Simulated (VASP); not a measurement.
# SrO (Fm-3m) in VASP: settings compared, part 2 of 2

VASP 6.6.1.

**3. Single point, PBE-based screened hybrid**

POSCAR

```
SrO
1.0
    0.0000000000      2.5697984671      2.5697984671
    2.5697984671      0.0000000000      2.5697984671
    2.5697984671      2.5697984671      0.0000000000
Sr O
1 1
Direct
    0.5000000000      0.5000000000      0.5000000000
    0.0000000000      0.0000000000      0.0000000000
```

INCAR.step1

```
ALGO     = Normal         # electronic algorithm
EDIFF    = 1E-5           # SCF threshold, eV
ENCUT    = 520            # plane-wave cutoff, eV
GGA      = PE             # functional
ISIF     = 2              # what is computed and relaxed
ISMEAR   = 0              # smearing method
LASPH    = True           # aspherical terms in the spheres
LREAL    = False          # projectors in reciprocal space
LWAVE    = True           # write WAVECAR
NBANDS   = 15             # bands
NELM     = 60             # most SCF steps
PREC     = Accurate       # precision mode
SIGMA    = 0.05           # smearing width, eV
```

INCAR.step2

```
AEXX     = 0.35           # exact-exchange fraction
ALGO     = Normal         # electronic algorithm
EDIFF    = 1E-7           # SCF threshold, eV
ENCUT    = 520            # plane-wave cutoff, eV
GGA      = PE             # functional
HFSCREEN = 0.20787        # screening, 1/A
ISIF     = 2              # what is computed and relaxed
ISMEAR   = 0              # smearing method
ISTART   = 1            
LASPH    = True           # aspherical terms in the spheres
LCHARG   = True           # write CHGCAR
LELF     = True           # ELF
LHFCALC  = True           # exact exchange
LREAL    = False          # projectors in reciprocal space
LVHAR    = True         
LWAVE    = False          # write WAVECAR
NBANDS   = 15             # bands
NELM     = 60             # most SCF steps
PREC     = Accurate       # precision mode
PRECFOCK = Normal       
SIGMA    = 0.05           # smearing width, eV
```

KPOINTS

```
k-points
0
Gamma
  4 4 4
```

Potentials or basis: VASP PAW PBE potentials, release 64 (Sr_sv, O).

Command:

```
> cat potpaw_PBE.64/Sr_sv/POTCAR potpaw_PBE.64/O/POTCAR > POTCAR
> cp INCAR.step1 INCAR
> mpirun -np 1 vasp_std > vasp.out
> cp INCAR.step2 INCAR
> mpirun -np 1 vasp_std > vasp.out
```

OUTCAR:

```text
AEXX = 0.35
   EDIFF = 1E-7
   ENCUT = 520
   GGA = PE
   HFSCREEN = 0.20787
   ISIF = 2
   ISMEAR = 0
   ISTART = 1
   LASPH = True
   LHFCALC = True
   LREAL = False
   NELM = 60
   PREC = Accurate
   PRECFOCK = Normal

 ion  position               nearest neighbor table
   1  0.500  0.500  0.500-   2 2.57   2 2.57   2 2.57   2 2.57   2 2.57   2 2.57
   2  0.000  0.000  0.000-   1 2.57   1 2.57   1 2.57   1 2.57   1 2.57   1 2.57

[... 324 lines left out ...]

------------------------ aborting loop because EDIFF is reached ----------------------------------------

  FORCE on cell =-STRESS in cart. coord.  units (eV):
  Direction    XX          YY          ZZ          XY          YZ          ZX
  --------------------------------------------------------------------------------------
  -------------------------------------------------------------------------------------
  Total        0.1047056      0.1047056      0.1047056      0.0000000      0.0000000     -0.0000000
  in kB        4.9425756      4.9425756      4.9425756      0.0000000      0.0000000     -0.0000000
  external PRESSURE =       4.9425756 kB  Pullay stress =       0.0000000 kB

 VOLUME and BASIS-vectors are now :
 -----------------------------------------------------------------------------
  energy-cutoff  :      520.00
  volume of cell :       33.94
      direct lattice vectors                 reciprocal lattice vectors
     0.000000000  2.569798467  2.569798467    -0.194567787  0.194567787  0.194567787
     2.569798467  0.000000000  2.569798467     0.194567787 -0.194567787  0.194567787
     2.569798467  2.569798467  0.000000000     0.194567787  0.194567787 -0.194567787

 POSITION                                       TOTAL-FORCE (eV/Angst)
 -----------------------------------------------------------------------------------
      2.56980      2.56980      2.56980        -0.000000     -0.000000     -0.000000
      0.00000      0.00000      0.00000         0.000000      0.000000      0.000000
 -----------------------------------------------------------------------------------
    total drift:                               -0.000000     -0.000000     -0.000000

  FREE ENERGIE OF THE ION-ELECTRON SYSTEM (eV)
  ---------------------------------------------------
  free  energy   TOTEN  =       -15.0663337749 eV

  energy  without entropy=      -15.0663337749  energy(sigma->0) =      -15.06633377
```

OUTCAR.step1:

```text
EDIFF = 1E-5
   ENCUT = 520
   GGA = PE
   ISIF = 2
   ISMEAR = 0
[... 346 lines left out ...]
 -----------------------------------------------------------------------------------
      2.56980      2.56980      2.56980         0.000000      0.000000     -0.000000
      0.00000      0.00000      0.00000        -0.000000      0.000000      0.000000
 -----------------------------------------------------------------------------------
    total drift:                                0.000000      0.000000      0.000000

  FREE ENERGIE OF THE ION-ELECTRON SYSTEM (eV)
  ---------------------------------------------------
  free  energy   TOTEN  =       -12.0368277188 eV

  energy  without entropy=      -12.0368277188  energy(sigma->0) =      -12.03682772
```

OSZICAR.step1:

```text
N       E                     dE             d eps       ncg     rms          rms(c)
DAV:   1     0.587367212154E+02    0.58737E+02   -0.81763E+03   240   0.103E+03
DAV:   2    -0.114929680719E+02   -0.70230E+02   -0.65316E+02   347   0.213E+02
DAV:   3    -0.142254591509E+02   -0.27325E+01   -0.27242E+01   367   0.348E+01
DAV:   4    -0.142432677576E+02   -0.17809E-01   -0.17796E-01   284   0.255E+00
DAV:   5    -0.142434492512E+02   -0.18149E-03   -0.18149E-03   318   0.238E-01    0.165E+01
DAV:   6    -0.121815633561E+02    0.20619E+01   -0.66970E+00   240   0.194E+01    0.195E+01
DAV:   7    -0.120456897581E+02    0.13587E+00   -0.29976E-01   268   0.476E+00    0.113E+01
DAV:   8    -0.120347280519E+02    0.10962E-01   -0.11500E-01   282   0.337E+00    0.440E-01
DAV:   9    -0.120361787664E+02   -0.14507E-02   -0.56215E-03   306   0.469E-01    0.229E-01
DAV:  10    -0.120366609395E+02   -0.48217E-03   -0.44082E-04   247   0.194E-01    0.908E-02
DAV:  11    -0.120368106159E+02   -0.14968E-03   -0.14499E-04   247   0.879E-02    0.287E-02
DAV:  12    -0.120368274718E+02   -0.16856E-04   -0.27938E-05   239   0.385E-02    0.301E-02
DAV:  13    -0.120368277188E+02   -0.24702E-06   -0.15889E-06   190   0.114E-02
   1 F= -.12036828E+02 E0= -.12036828E+02  d E =-.655903E-14
```

Wall time 9.1 min (1 thread of Intel Xeon Platinum 8259CL at 2.50GHz (Skylake/Cascade Lake), shared host); peak memory 0.26 GiB.

What came out:

```yaml
Free_energy: -15.0663 eV
Pressure: 0.5 GPa
Band_gap_on_the_k_mesh: 5.36 eV, indirect (least direct gap 5.46 eV)
```

Levels at points of the mesh, in eV from the valence-band top:
| k point | band 4 | band 5 | band 6 | band 7 | band 8 | band 9 | band 10 | band 11 | band 12 | band 13 |
| --- | --- | --- | --- | --- | --- | --- | --- | --- | --- | --- |
| (0.00, 0.00, 0.00) | -14.91 | -14.91 | 0.00 | 0.00 | 0.00 | 6.11 | 8.57 | 8.57 | 8.57 | 10.85 |
| (0.50, 0.00, 0.00) | -14.98 | -13.97 | -2.30 | -1.22 | -1.22 | 8.95 | 10.64 | 11.49 | 11.49 | 14.84 |
| (0.50, 0.50, 0.00) | -15.31 | -15.31 | -0.49 | -0.10 | -0.10 | 5.36 | 10.30 | 12.83 | 12.90 | 13.90 |

Caveat: the k points lie up to 0.53 Å⁻¹ apart; the PAW data sets were made with another functional, which shifts forces and pressure a little. A k mesh can miss the band edges.

**4. Single point, PBE-based global hybrid**

POSCAR is that of step 3.

INCAR.step1

```
SYSTEM = SrO
PREC = Accurate
ENCUT = 520
EDIFF = 1E-5
ISMEAR = 0
SIGMA = 0.05
LREAL = .False.
LASPH = .True.
NELM = 80
ALGO = Normal
ISIF = 2
LWAVE = .True.
LCHARG = .False.
GGA = PE
NBANDS = 15
```

INCAR.step2

```
SYSTEM = SrO
PREC = Accurate
ENCUT = 520
EDIFF = 1E-6
ISMEAR = 0
SIGMA = 0.05
LREAL = .False.
LASPH = .True.
NELM = 80
ALGO = Normal
ISIF = 2
LWAVE = .False.
LCHARG = .False.
GGA = PE
LHFCALC = .True.
AEXX = 0.5
PRECFOCK = Normal
ISTART = 1
NBANDS = 15
```

KPOINTS

```
regular mesh
0
Gamma
  4 4 4
  0 0 0
```

Command:

```
> cat potpaw_PBE.64/Sr_sv/POTCAR potpaw_PBE.64/O/POTCAR > POTCAR
> cp INCAR.step1 INCAR
> mpirun -np 1 vasp_std > vasp.out
> cp INCAR.step2 INCAR
> mpirun -np 1 vasp_std > vasp.out
```

Run time: 7.3 min. Hardware: 1 thread of Intel Xeon Platinum 8259CL at 2.50GHz (Skylake/Cascade Lake), shared host; peak memory 0.17 GiB.

It converged, with:

| Item | Value |
| --- | --- |
| Free energy | -17.6370 eV |
| Pressure | -1.2 GPa |
| Band gap on the k mesh | 7.84 eV, indirect (least direct gap 7.96 eV) |

Levels at points of the mesh, in eV from the valence-band top:
```
           k point  band 5  band 6  band 7  band 8  band 9  band 10  band 11  band 12
(0.00, 0.00, 0.00)  -15.23    0.00    0.00    0.00    8.56    11.20    11.20    11.20
(0.50, 0.00, 0.00)  -14.39   -2.38   -1.26   -1.26   11.58    13.12    14.26    14.26
(0.50, 0.50, 0.00)  -15.65   -0.52   -0.11   -0.11    7.84    13.00    15.52    15.64
```

Caveat: the k points lie up to 0.53 Å⁻¹ apart; the PAW data sets were made with another functional, which shifts forces and pressure a little. A k mesh can miss the band edges.

**5. Single point, PBE-based screened hybrid**

POSCAR is that of step 4.

INCAR.step1

```
SYSTEM = SrO
ALGO = Normal
EDIFF = 1E-5
ENCUT = 520
GGA = PE
ISIF = 2
ISMEAR = 0
LASPH = .True.
LREAL = .False.
LWAVE = .True.
NBANDS = 15
NELM = 80
PREC = Accurate
SIGMA = 0.05
```

INCAR.step2

```
SYSTEM = SrO
AEXX = 0.15
ALGO = Normal
EDIFF = 1E-6
ENCUT = 520
GGA = PE
HFSCREEN = 0.20787
ISIF = 2
ISMEAR = 0
ISTART = 1
LASPH = .True.
LCHARG = .True.
LELF = .True.
LHFCALC = .True.
LREAL = .False.
LVHAR = .True.
LWAVE = .False.
NBANDS = 15
NELM = 80
PREC = Accurate
PRECFOCK = Normal
SIGMA = 0.05
```

KPOINTS

```
k-points
0
Gamma
  4 4 4
  0 0 0
```

Command:

```
> cat potpaw_PBE.64/Sr_sv/POTCAR potpaw_PBE.64/O/POTCAR > POTCAR
> cp INCAR.step1 INCAR
> mpirun -np 1 vasp_std > vasp.out
> cp INCAR.step2 INCAR
> mpirun -np 1 vasp_std > vasp.out
```

Run time: 6.3 min. Hardware: 1 thread of Intel Xeon Platinum 8259CL at 2.50GHz (Skylake/Cascade Lake), shared host; peak memory 0.26 GiB.

The run converged. Its results:

- Free energy: -13.3093 eV
- Pressure: 2.2 GPa
- Band gap on the k mesh: 4.13 eV, indirect (least direct gap 4.23 eV)

Levels at points of the mesh, in eV from the valence-band top:
| k point | band 6 | band 7 | band 8 | band 9 | band 10 | band 11 |
| --- | --- | --- | --- | --- | --- | --- |
| (0.00, 0.00, 0.00) | 0.00 | 0.00 | 0.00 | 4.87 | 7.20 | 7.20 |
| (0.50, 0.00, 0.00) | -2.24 | -1.18 | -1.18 | 7.57 | 9.37 | 9.96 |
| (0.50, 0.50, 0.00) | -0.46 | -0.10 | -0.10 | 4.13 | 8.86 | 11.29 |

Caveat: the k points lie up to 0.53 Å⁻¹ apart; the PAW data sets were made with another functional, which shifts forces and pressure a little. A k mesh can miss the band edges.

**6. Summary**

| level | grid for exact exchange (PRECFOCK) | share of exact exchange | screening parameter | gap on the mesh (eV) | pressure (GPa) |
| --- | --- | --- | --- | --- | --- |
| PBE | - | - | - | 3.26 | 3.5 |
| PBE-based screened hybrid | Normal | 0.35 | 0.20787 1/Å | 5.36 | 0.5 |
| PBE-based global hybrid | Normal | 0.5 | - | 7.84 | -1.2 |
| PBE-based screened hybrid | Normal | 0.15 | 0.20787 1/Å | 4.13 | 2.2 |

Alike in all rows: task single point; potentials or basis VASP PAW PBE potentials, release 64 (Sr_sv, O); no spin polarisation; cell as given; k mesh 4 × 4 × 4; cutoff (eV) 520; smearing gaussian 0.05 eV.

Caveats: all runs use coarse meshes; the PAW data sets were made with another functional, which shifts forces and pressure a little (some runs).

Absolute energies hang on the potentials; compare differences alone.
